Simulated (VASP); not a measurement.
# Mg2B3 (Pm-3m) in VASP: notebook, part 2 of 2

VASP 6.6.1.

**3. Relaxation of cell and atoms, PBE**

This run uses another cell than the first one, of 15.85 Å³/atom.

The input, INCAR:

```
SYSTEM = Mg2B3
ALGO     = Normal         ! electronic algorithm
EDIFF    = 1E-6           ! SCF threshold, eV
EDIFFG   = -0.01          ! ionic threshold
ENCUT    = 600            ! plane-wave cutoff, eV
GGA      = PE             ! functional
IBRION   = 2              ! ionic algorithm
ISIF     = 3              ! what is computed and relaxed
ISMEAR   = 0              ! smearing method
LASPH    = .True.         ! aspherical terms in the spheres
LCHARG   = .False.        ! write CHGCAR
LREAL    = .False.        ! projectors in reciprocal space
LWAVE    = .False.        ! write WAVECAR
NELM     = 60             ! most SCF steps
NSW      = 100            ! ionic steps
PREC     = Accurate       ! precision mode
SIGMA    = 0.1            ! smearing width, eV
```

The input, KPOINTS:

```
k-points
0
Gamma
  10 10 10
  0 0 0
```

The input, POSCAR:

```
Mg2B3
1.0
    4.2952927650      0.0000000000      0.0000000000
    0.0000000000      4.2952927650      0.0000000000
    0.0000000000      0.0000000000      4.2952927650
Mg B
2 3
Direct
    0.5000000000      0.5000000000      0.5000000000
    0.0000000000      0.0000000000      0.0000000000
    0.0000000000      0.5000000000      0.5000000000
    0.5000000000      0.0000000000      0.5000000000
    0.5000000000      0.5000000000      0.0000000000
```

Potentials or basis: VASP PAW PBE potentials, release 64 (Mg, B).

On the command line:

```bash
$ cat potpaw_PBE.64/Mg/POTCAR potpaw_PBE.64/B/POTCAR > POTCAR
$ mpirun -np 1 vasp_std > vasp.out
```

OUTCAR:

```text
SYSTEM = Mg2B3
   EDIFF = 1E-6
   EDIFFG = -0.01
   ENCUT = 600
   GGA = PE
   IBRION = 2
   ISIF = 3
   ISMEAR = 0
   LASPH = .True.
   LREAL = .False.
   NELM = 60
   NSW = 100
   PREC = Accurate

 ion  position               nearest neighbor table
   1  0.500  0.500  0.500-   3 2.15   4 2.15   5 2.15   5 2.15   4 2.15   3 2.15
   2  0.000  0.000  0.000-
   3  0.000  0.500  0.500-   1 2.15   1 2.15
   4  0.500  0.000  0.500-   1 2.15   1 2.15
   5  0.500  0.500  0.000-   1 2.15   1 2.15

  LATTYP: Found a simple cubic cell.
 ALAT       =     4.2952927650

  Lattice vectors:

 A1 = (   4.2952927650,   0.0000000000,   0.0000000000)
 A2 = (   0.0000000000,   4.2952927650,   0.0000000000)
 A3 = (   0.0000000000,   0.0000000000,   4.2952927650)

Analysis of symmetry for initial positions (statically):
=====================================================================
 Subroutine PRICEL returns:
 Original cell was already a primitive cell.

 Routine SETGRP: Setting up the symmetry group for a
 simple cubic supercell.

 Subroutine GETGRP returns: Found 48 space group operations
 (whereof 48 operations were pure point group operations)
 out of a pool of 48 trial point group operations.

The static configuration has the point symmetry O_h .

Analysis of symmetry for dynamics (positions and initial velocities):
=====================================================================
 Subroutine PRICEL returns:
 Original cell was already a primitive cell.

 Routine SETGRP: Setting up the symmetry group for a
 simple cubic supercell.

 Subroutine GETGRP returns: Found 48 space group operations
 (whereof 48 operations were pure point group operations)
 out of a pool of 48 trial point group operations.

The dynamic configuration has the point symmetry O_h .

 Subroutine INISYM returns: Found 48 space group operations
[... 133 lines left out ...]
   LRPA    =     F    only Hartree local field effects (RPA)
 conjugate gradient relaxation of ions
 non-spin polarized calculation
 Gauss-broadening in eV      SIGMA  =   0.10
  energy-cutoff  :      600.00
  volume of cell :       79.25
 maximum number of plane-waves:      2680
 NGX is ok and might be reduce to    36
   NGX = 17   NGY = 17   NGZ = 17

 number of electron      13.0000001 magnetization

 Free energy of the ion-electron system (eV)
  ---------------------------------------------------
  ext. energy  EPLUGINS =         0.00000000
  ---------------------------------------------------
  free energy    TOTEN  =       -13.51061306 eV

  energy without entropy =      -13.50216071  energy(sigma->0) =      -13.50638688

 E-fermi :   2.2851     XC(G=0):  -9.2010

 val. band max:        2.2775726164   @ k =   0.3000   0.2000   0.1000
 cond. band min:       2.3087536689   @ k =   0.5000   0.4000   0.1000
 fundamental gap:      0.0311810525
 Fermi energy:         2.2851310727

 k-point     1 :       0.0000    0.0000    0.0000
  band No.  band energies     occupation
      1      -7.0543      2.00000
      2      -1.4498      2.00000
      3      -1.4498      2.00000
      4      -0.1652      2.00000
      5      -0.1652      2.00000
      6      -0.1652      2.00000
      7       3.8479      0.00000
      8       4.6714      0.00000
      9       4.6714      0.00000
     10       4.6714      0.00000
[... 287 lines left out ...]
 k-point    24 :       0.3000    0.1000    0.1000
  band No.  band energies     occupation
      1      -6.3433      2.00000
      2      -3.5339      2.00000
      3      -1.7493      2.00000
      4      -0.1954      2.00000
      5       0.9729      2.00000
      6       1.8440      2.00000
      7       2.5447      0.00024
      8       2.8063      0.00000
      9       4.1930      0.00000
     10       4.5245      0.00000

 [... further k-points ...]

------------------------ aborting loop because EDIFF is reached ----------------------------------------

  FORCE on cell =-STRESS in cart. coord.  units (eV):
  Direction    XX          YY          ZZ          XY          YZ          ZX
  --------------------------------------------------------------------------------------
  -------------------------------------------------------------------------------------
  Total       -0.0279942     -0.0279942     -0.0279942     -0.0000000      0.0000000      0.0000000
  in kB       -0.5659789     -0.5659789     -0.5659789     -0.0000000      0.0000000      0.0000000
  external PRESSURE =      -0.5659789 kB  Pullay stress =       0.0000000 kB

 VOLUME and BASIS-vectors are now :
 -----------------------------------------------------------------------------
  energy-cutoff  :      600.00
  volume of cell :       79.25
      direct lattice vectors                 reciprocal lattice vectors
     4.295292765  0.000000000  0.000000000     0.232813001  0.000000000  0.000000000
     0.000000000  4.295292765  0.000000000     0.000000000  0.232813001  0.000000000
     0.000000000  0.000000000  4.295292765     0.000000000  0.000000000  0.232813001

 POSITION                                       TOTAL-FORCE (eV/Angst)
 -----------------------------------------------------------------------------------
      2.14765      2.14765      2.14765         0.000000      0.000000      0.000000
      0.00000      0.00000      0.00000         0.000000      0.000000      0.000000
      0.00000      2.14765      2.14765         0.000000      0.000000      0.000000
      2.14765      0.00000      2.14765         0.000000      0.000000      0.000000
      2.14765      2.14765      0.00000         0.000000      0.000000      0.000000
 -----------------------------------------------------------------------------------
    total drift:                                0.000000      0.000000      0.000000

  FREE ENERGIE OF THE ION-ELECTRON SYSTEM (eV)
  ---------------------------------------------------
  free  energy   TOTEN  =       -13.5106130578 eV

  energy  without entropy=      -13.5021607057  energy(sigma->0) =      -13.50638688

 reached required accuracy - stopping structural energy minimisation
```

OSZICAR:

```text
N       E                     dE             d eps       ncg     rms          rms(c)
DAV:   1     0.284056714580E+02    0.28406E+02   -0.52954E+03  1120   0.111E+03
DAV:   2    -0.118394273012E+02   -0.40245E+02   -0.38678E+02  1596   0.136E+02
DAV:   3    -0.142931406054E+02   -0.24537E+01   -0.23706E+01  1456   0.325E+01
DAV:   4    -0.143648416518E+02   -0.71701E-01   -0.70070E-01  1866   0.460E+00
DAV:   5    -0.143653692829E+02   -0.52763E-03   -0.52648E-03  1542   0.351E-01    0.313E+00
DAV:   6    -0.136826943681E+02    0.68267E+00   -0.10605E+00  1254   0.463E+00    0.151E+00
DAV:   7    -0.135158879409E+02    0.16681E+00   -0.73160E-01  1452   0.385E+00    0.459E-01
DAV:   8    -0.135112780670E+02    0.46099E-02   -0.29239E-02  1286   0.129E+00    0.865E-02
DAV:   9    -0.135106117555E+02    0.66631E-03   -0.29643E-03  1630   0.278E-01    0.315E-02
DAV:  10    -0.135106136075E+02   -0.18520E-05   -0.12607E-04  1528   0.779E-02    0.619E-03
DAV:  11    -0.135106130578E+02    0.54971E-06   -0.28305E-06  1408   0.127E-02
   1 F= -.13510613E+02 E0= -.13506387E+02  d E =-.135106E+02
```

CONTCAR:

```text
Mg2B3
   1.00000000000000
     4.2952927650000001    0.0000000000000000    0.0000000000000000
     0.0000000000000000    4.2952927650000001    0.0000000000000000
     0.0000000000000000    0.0000000000000000    4.2952927650000001
  Mg              B
     2     3
Direct
     0.5000000000000000    0.5000000000000000    0.5000000000000000
     0.0000000000000000    0.0000000000000000    0.0000000000000000
     0.0000000000000000    0.5000000000000000    0.5000000000000000
     0.5000000000000000    0.0000000000000000    0.5000000000000000
     0.5000000000000000    0.5000000000000000    0.0000000000000000

  0.00000000E+00  0.00000000E+00  0.00000000E+00
  0.00000000E+00  0.00000000E+00  0.00000000E+00
  0.00000000E+00  0.00000000E+00  0.00000000E+00
  0.00000000E+00  0.00000000E+00  0.00000000E+00
  0.00000000E+00  0.00000000E+00  0.00000000E+00
```

Wall time 33 s (1 thread of Intel Xeon Platinum 8488C (Sapphire Rapids), shared host); peak memory 0.24 GiB.

Results:

```
Free energy             : -13.5106 eV
Pressure after relaxing : -0.1 GPa
Band gap on the k mesh  : zero (an odd number of electrons rules out a gap without spin polarisation)
```

Final structure:
```
CELL_PARAMETERS angstrom
4.29529 0.00000 0.00000
0.00000 4.29529 0.00000
0.00000 0.00000 4.29529
ATOMIC_POSITIONS crystal
Mg 0.50000 0.50000 0.50000
Mg 0.00000 0.00000 0.00000
B 0.00000 0.50000 0.50000
B 0.50000 0.00000 0.50000
B 0.50000 0.50000 0.00000
```

Caveat: the relaxation stopped at its first step, so nothing moved.

The gap in the log of VASP goes by the Fermi energy; the results here count the filled bands.